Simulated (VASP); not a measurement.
# AgCl (Fm-3m) in VASP: further runs

The runs below take AgCl through single point, with LDA, PBEsol.

Program: VASP 6.6.1. These are calculated values, not measurements. Logs are shortened: lines on timing, memory, paths and dates and some standing lists are left out, and cuts for length are marked.

## Step 1: The cell of the first run

It takes space group Fm-3m (No. 225, cubic). Conventional cell: a = 5.470 Å, b = 5.470 Å, c = 5.470 Å, α = 90.00°, β = 90.00°, γ = 90.00°. Within 3.6 Å of Ag (site symmetry m-3m) lie 6 Cl at 2.74 Å. Cl (site symmetry m-3m) has 6 Ag at 2.74 Å within 3.6 Å.

## Step 2: Single point, LDA (20.46 Å³/atom)

The input, INCAR:

```
ALGO = Normal ; EDIFF = 1E-6
ENCUT = 520 ; GGA = CA
ISIF = 2 ; ISMEAR = -1
LASPH = True ; LCHARG = False
LREAL = False ; LWAVE = False
NBANDS = 16 ; NELM = 100
PREC = Accurate ; SIGMA = 0.01
```

The input, KPOINTS:

```
k-points
0
Gamma
  9 9 9
```

The input, POSCAR:

```
AgCl
1.0
    0.0000000000      2.7351899843      2.7351899843
    2.7351899843      0.0000000000      2.7351899843
    2.7351899843      2.7351899843      0.0000000000
Ag Cl
1 1
Direct
    0.0000000000      0.0000000000      0.0000000000
    0.5000000000      0.5000000000      0.5000000000
```

Potentials or basis: VASP PAW LDA potentials, release 64 (Ag, Cl).

Launch:

```console
> cat potpaw_LDA.64/Ag/POTCAR potpaw_LDA.64/Cl/POTCAR > POTCAR
> mpirun -np 1 vasp_std > vasp.out
```

OUTCAR:

```text
EDIFF = 1E-6
   ENCUT = 520
   GGA = CA
   ISIF = 2
   ISMEAR = -1
   LASPH = True
   LREAL = False
   NELM = 100
   PREC = Accurate

 ion  position               nearest neighbor table
   1  0.000  0.000  0.000-   2 2.74   2 2.74   2 2.74   2 2.74   2 2.74   2 2.74
   2  0.500  0.500  0.500-   1 2.74   1 2.74   1 2.74   1 2.74   1 2.74   1 2.74

  LATTYP: Found a face centered cubic cell.
 ALAT       =     5.4703799686

  Lattice vectors:

 A1 = (   0.0000000000,   2.7351899843,   2.7351899843)
 A2 = (   2.7351899843,   0.0000000000,   2.7351899843)
 A3 = (   2.7351899843,   2.7351899843,   0.0000000000)

Analysis of symmetry for initial positions (statically):
=====================================================================
 Subroutine PRICEL returns:
 Original cell was already a primitive cell.

 Routine SETGRP: Setting up the symmetry group for a
 face centered cubic supercell.

 Subroutine GETGRP returns: Found 48 space group operations
 (whereof 48 operations were pure point group operations)
 out of a pool of 48 trial point group operations.

The static configuration has the point symmetry O_h .

Analysis of symmetry for dynamics (positions and initial velocities):
=====================================================================
 Subroutine PRICEL returns:
 Original cell was already a primitive cell.

 Routine SETGRP: Setting up the symmetry group for a
 face centered cubic supercell.

 Subroutine GETGRP returns: Found 48 space group operations
 (whereof 48 operations were pure point group operations)
 out of a pool of 48 trial point group operations.

The dynamic configuration has the point symmetry O_h .

 Subroutine INISYM returns: Found 48 space group operations
 (whereof 48 operations are pure point group operations),
 and found     1 'primitive' translations

----------------------------------------------------------------------------------------

                                     Primitive cell

  volume of cell :      40.9254

  direct lattice vectors                    reciprocal lattice vectors
     0.000000000  2.735189984  2.735189984    -0.182802658  0.182802658  0.182802658
     2.735189984  0.000000000  2.735189984     0.182802658 -0.182802658  0.182802658
     2.735189984  2.735189984  0.000000000     0.182802658  0.182802658 -0.182802658

  length of vectors
     3.868142771  3.868142771  3.868142771     0.316623492  0.316623492  0.316623492

[... 73 lines left out ...]
   ICHARG =      2    charge: 1-file 2-atom 10-const
   ISPIN  =      1    spin polarized calculation?
   LNONCOLLINEAR =      F non collinear calculations
   LSORBIT =      F    spin-orbit coupling
   LASPH  =      T    aspherical Exc in radial PAW
   ENCUT  =  520.0 eV  38.22 Ry    6.18 a.u.   7.19  7.19  7.19*2*pi/ulx,y,z
   NELM   =    100;   NELMIN=  2; NELMDL= -5     # of ELM steps
   EDIFF  = 0.1E-05   stopping-criterion for ELM
   LREAL  =      F    real-space projection
   EDIFFG = 0.1E-04   stopping-criterion for IOM
   NSW    =      0    number of steps for IOM
   IBRION =     -1    ionic relax: 0-MD 1-quasi-New 2-CG
   NFREE  =      0    steps in history (QN), initial steepest desc. (CG)
   ISIF   =      2    stress and relaxation
   ISYM   =      2    0-nonsym 1-usesym 2-fastsym
   POTIM  = 0.5000    time-step for ionic-motion
   TEBEG  =    0.0;   TEEND  =   0.0 temperature during run
   PSTRESS=    0.0 pullay stress
   NELECT =      18.0000    total number of electrons
   NUPDOWN=      -1.0000    fix difference up-down
   EMIN   =  10.00;   EMAX   =-10.00  energy-range for DOS
   EFERMI =   0.00;   METHOD = LEGACY
   ISMEAR =    -1;   SIGMA  =   0.01  broadening in eV -4-tet -1-fermi 0-gaus
   EFERMI_NEDOS =   21; number of points for ismear=-14 and -15
   IALGO  =     38    algorithm
   IMIX   =      4    mixing-type and parameters
     AMIX     =   0.40;   BMIX     =  1.00
     AMIX_MAG =   1.60;   BMIX_MAG =  1.00
  volume/ion in A,a.u.               =      20.46       138.09
  Fermi-wavevector in a.u.,A,eV,Ry     =   1.244997  2.352702 21.089256  1.550017
  Thomas-Fermi vector in A             =   2.379239
   LORBIT       =      0    0 simple, 1 ext, 2 COOP (PROOUT), +10 PAW based schemes
   GGA     = CA    functional components
   LHFCALC =     F    Hartree Fock is set to
   AEXX    =    0.0000 exact exchange contribution
   IVDW    =     0    specifies the selected vdW correction
   LEPSILON=     F    determine dielectric tensor
   LRPA    =     F    only Hartree local field effects (RPA)
 non-spin polarized calculation
  energy-cutoff  :      520.00
  volume of cell :       40.93
 maximum number of plane-waves:      1118
 NGX is ok and might be reduce to    30
   NGX = 15   NGY = 15   NGZ = 15

 number of electron      18.0000002 magnetization

 Free energy of the ion-electron system (eV)
  ---------------------------------------------------
  ext. energy  EPLUGINS =         0.00000000
  ---------------------------------------------------
  free energy    TOTEN  =        -6.76224587 eV

  energy without entropy =       -6.76224587  energy(sigma->0) =       -6.76224587

 E-fermi :   4.3147     XC(G=0): -10.6490

 val. band max:        4.0695145226   @ k =   0.4444   0.0000   0.0000
 cond. band min:       4.7607066864   @ k =   0.0000   0.0000   0.0000
 fundamental gap:      0.6911921638
 Fermi energy:         4.3147115850

 k-point     1 :       0.0000    0.0000    0.0000
  band No.  band energies     occupation
      1     -11.2127      2.00000
      2       1.4218      2.00000
      3       1.4218      2.00000
      4       1.4218      2.00000
      5       1.4631      2.00000
      6       1.4631      2.00000
[... 433 lines left out ...]
      3       0.8160      2.00000
      4       0.8160      2.00000
      5       1.0526      2.00000
      6       1.6710      2.00000
[... 8 lines left out ...]
     15      19.5538      0.00000
     16      19.5542      0.00000

 [... further k-points ...]
[... 5 lines left out ...]
  --------------------------------------------------------------------------------------
  -------------------------------------------------------------------------------------
  Total       -0.9634095     -0.9634095     -0.9634095      0.0000000      0.0000000      0.0000000
  in kB      -37.7162965    -37.7162965    -37.7162965      0.0000000      0.0000000      0.0000000
  external PRESSURE =     -37.7162965 kB  Pullay stress =       0.0000000 kB

 VOLUME and BASIS-vectors are now :
 -----------------------------------------------------------------------------
  energy-cutoff  :      520.00
  volume of cell :       40.93
      direct lattice vectors                 reciprocal lattice vectors
     0.000000000  2.735189984  2.735189984    -0.182802658  0.182802658  0.182802658
     2.735189984  0.000000000  2.735189984     0.182802658 -0.182802658  0.182802658
     2.735189984  2.735189984  0.000000000     0.182802658  0.182802658 -0.182802658

 POSITION                                       TOTAL-FORCE (eV/Angst)
 -----------------------------------------------------------------------------------
      0.00000      0.00000      0.00000         0.000000      0.000000      0.000000
      2.73519      2.73519      2.73519         0.000000      0.000000      0.000000
 -----------------------------------------------------------------------------------
    total drift:                               -0.000000      0.000000      0.000000

  FREE ENERGIE OF THE ION-ELECTRON SYSTEM (eV)
  ---------------------------------------------------
  free  energy   TOTEN  =        -6.7622458677 eV

  energy  without entropy=       -6.7622458677  energy(sigma->0) =       -6.76224587
```

OSZICAR:

```text
N       E                     dE             d eps       ncg     rms          rms(c)
DAV:   1     0.989629055094E+02    0.98963E+02   -0.87810E+03  1128   0.103E+03
DAV:   2    -0.340149002283E+01   -0.10236E+03   -0.94330E+02  1424   0.221E+02
DAV:   3    -0.689801773951E+01   -0.34965E+01   -0.34893E+01  1344   0.440E+01
DAV:   4    -0.692073092935E+01   -0.22713E-01   -0.22712E-01  1424   0.385E+00
DAV:   5    -0.692101914521E+01   -0.28822E-03   -0.28821E-03  1408   0.426E-01    0.713E+00
DAV:   6    -0.677138871176E+01    0.14963E+00   -0.23846E-01  1440   0.668E+00    0.470E+00
DAV:   7    -0.676484669439E+01    0.65420E-02   -0.61907E-02  1392   0.167E+00    0.201E+00
DAV:   8    -0.676233052788E+01    0.25162E-02   -0.37241E-03  1280   0.560E-01    0.264E-01
DAV:   9    -0.676223859307E+01    0.91935E-04   -0.27339E-04  1472   0.223E-01    0.369E-02
DAV:  10    -0.676224561219E+01   -0.70191E-05   -0.18797E-05  1400   0.397E-02    0.918E-03
DAV:  11    -0.676224586768E+01   -0.25549E-06   -0.39703E-07   856   0.550E-03
   1 F= -.67622459E+01 E0= -.67622459E+01  d E =-.312263E-12
```

stdout:

```text
POSCAR found type information on POSCAR AgCl
 POSCAR found :  2 types and       2 ions
 scaLAPACK will be used
 LDA part: xc-table for (Slater(with rela. corr.)+CA(PZ))
 , standard interpolation
 POSCAR, INCAR and KPOINTS ok, starting setup
 FFT: planning ... GRIDC
 FFT: planning ... GRID_SOFT
 FFT: planning ... GRID
 WAVECAR not read
 entering main loop
```

It took 20 s on 1 thread of Intel Xeon 8259CL, shared host; peak memory 0.16 GiB.

Results:

| Quantity | Value |
| --- | --- |
| Free energy | -6.7622 eV |
| Pressure | -3.8 GPa |
| Band gap on the k mesh | 0.69 eV (least direct gap 3.07 eV) |

Caveat: the cell stands under tension; semilocal functionals underestimate gaps, and a narrow one can read as zero; an odd mesh through Γ misses points on the zone boundary, where band edges can lie.

## Step 3: Single point, PBEsol (20.46 Å³/atom)

The input, INCAR:

```
SYSTEM = AgCl
PREC = Accurate
ENCUT = 520
EDIFF = 1E-7
ISMEAR = -1
SIGMA = 0.01
LREAL = .FALSE.
LASPH = .TRUE.
NELM = 80
ALGO = Normal
ISIF = 2
LWAVE = .FALSE.
LCHARG = .FALSE.
GGA = PS
NBANDS = 16
```

The input, KPOINTS:

```
regular mesh
0
G
  9 9 9
  0 0 0
```

POSCAR is that of step 2.

Potentials or basis: VASP PAW PBE potentials, release 64 (Ag, Cl).

Launch:

```console
> cat potpaw_PBE.64/Ag/POTCAR potpaw_PBE.64/Cl/POTCAR > POTCAR
> mpirun -np 1 vasp_std > vasp.out
```

Wall time 27 s (1 thread of Intel Xeon 8259CL, shared host); peak memory 0.18 GiB.

The run converged. Its results:

* Free energy: -6.0599 eV
* Pressure: -0.8 GPa
* Band gap on the k mesh: 0.77 eV (least direct gap 3.14 eV)

Levels at points of the mesh, in eV from the valence-band top:
```tsv
k point	band 6	band 7	band 8	band 9	band 10	band 11	band 12	band 13
(0.00, 0.00, 0.00)	-2.56	-2.46	-2.46	-2.46	0.77	10.78	10.78	10.78
```

Caveat: semilocal functionals underestimate gaps, and a narrow one can read as zero; the PAW data sets were made with another functional, which shifts forces and pressure a little; an odd mesh through Γ misses points on the zone boundary, where band edges can lie.

## Step 4: Single point, LDA

This run uses another cell than the first one, of 21.32 Å³/atom.

The input, INCAR:

```
PREC = Accurate
ENCUT = 520
EDIFF = 1E-7
ISMEAR = -1
SIGMA = 0.01
LREAL = F
LASPH = T
NELM = 80
ALGO = Normal
ISIF = 2
LWAVE = F
LCHARG = T
GGA = CA
LELF = T
LVHAR = T
NBANDS = 16
```

The input, KPOINTS:

```
Automatic mesh
0
Gamma
  9 9 9
```

The input, POSCAR:

```
AgCl
1.0
    0.0000000000      2.7726629968      2.7726629968
    2.7726629968      0.0000000000      2.7726629968
    2.7726629968      2.7726629968      0.0000000000
Ag Cl
1 1
Direct
    0.0000000000      0.0000000000      0.0000000000
    0.5000000000      0.5000000000      0.5000000000
```

Potentials or basis: VASP PAW LDA potentials, release 64 (Ag, Cl).

Launch:

```console
> cat potpaw_LDA.64/Ag/POTCAR potpaw_LDA.64/Cl/POTCAR > POTCAR
> mpirun -np 1 vasp_std > vasp.out
```

Run time: 27 s. Hardware: 1 thread of Intel Xeon 8259CL, shared host; peak memory 0.16 GiB.

Results (log left out):

| Item | Value |
| --- | --- |
| Free energy | -6.7129 eV |
| Pressure | -5.6 GPa |
| Band gap on the k mesh | 0.69 eV (least direct gap 2.93 eV) |

Levels at points of the mesh, in eV from the valence-band top:
```csv
k point,band 7,band 8,band 9,band 10,band 11,band 12
"(0.00, 0.00, 0.00)",-2.26,-2.26,-2.26,0.69,10.79,10.79
```

Caveat: the cell stands under tension; semilocal functionals underestimate gaps, and a narrow one can read as zero; an odd mesh through Γ misses points on the zone boundary, where band edges can lie.

## Step 5: Single point, PBEsol

This run uses another cell than the first one, of 21.32 Å³/atom.

The input, INCAR:

```
SYSTEM = AgCl
PREC     = Accurate       ! precision mode
ENCUT    = 520            ! plane-wave cutoff, eV
EDIFF    = 1E-6           ! SCF threshold, eV
ISMEAR   = -1             ! smearing method
SIGMA    = 0.01           ! smearing width, eV
LREAL    = .False.        ! projectors in reciprocal space
LASPH    = .True.         ! aspherical terms in the spheres
NELM     = 60             ! most SCF steps
ALGO     = Normal         ! electronic algorithm
ISIF     = 2              ! what is computed and relaxed
LWAVE    = .False.        ! write WAVECAR
LCHARG   = .False.        ! write CHGCAR
GGA      = PS             ! functional
NBANDS   = 16             ! bands
```

The input, KPOINTS:

```
regular mesh
0
Gamma
  9 9 9
  0 0 0
```

POSCAR is that of step 4.

Potentials or basis: VASP PAW PBE potentials, release 64 (Ag, Cl).

Launch:

```console
> cat potpaw_PBE.64/Ag/POTCAR potpaw_PBE.64/Cl/POTCAR > POTCAR
> mpirun -np 1 vasp_std > vasp.out
```

It took 27 s on 1 thread of Intel Xeon 8259CL, shared host; peak memory 0.18 GiB.

It converged, with:

- Free energy: -6.0417 eV
- Pressure: -2.7 GPa
- Band gap on the k mesh: 0.78 eV (least direct gap 3.00 eV)

Levels at points of the mesh, in eV from the valence-band top:
```csv
k point,band 6,band 7,band 8,band 9,band 10,band 11,band 12,band 13
"(0.00, 0.00, 0.00)",-2.39,-2.29,-2.29,-2.29,0.78,10.79,10.79,10.79
```

Caveat: semilocal functionals underestimate gaps, and a narrow one can read as zero; the PAW data sets were made with another functional, which shifts forces and pressure a little; an odd mesh through Γ misses points on the zone boundary, where band edges can lie.

## Step 6: The runs side by side

| level | potentials or basis | cell | gap on the mesh (eV) | pressure (GPa) |
| --- | --- | --- | --- | --- |
| LDA | VASP PAW LDA potentials, release 64 (Ag, Cl) | a = 3.868 Å, angles 60.0°, 2 atoms | 0.69 | -3.8 |
| PBEsol | VASP PAW PBE potentials, release 64 (Ag, Cl) | a = 3.868 Å, angles 60.0°, 2 atoms | 0.77 | -0.8 |
| LDA | VASP PAW LDA potentials, release 64 (Ag, Cl) | a = 3.921 Å, angles 60.0°, 2 atoms | 0.69 | -5.6 |
| PBEsol | VASP PAW PBE potentials, release 64 (Ag, Cl) | a = 3.921 Å, angles 60.0°, 2 atoms | 0.78 | -2.7 |

Alike in all rows: task single point; no spin polarisation; k mesh 9 × 9 × 9; cutoff (eV) 520; smearing fermi-dirac 0.01 eV.

Caveats: semilocal functionals underestimate gaps, and a narrow one can read as zero; an odd mesh through Γ misses points on the zone boundary, where band edges can lie; the cell stands under tension (at least some runs); the PAW data sets were made with another functional, which shifts forces and pressure a little (at least some runs).

Total energies depend on the potentials used, so only differences within one code and one set of settings carry meaning.
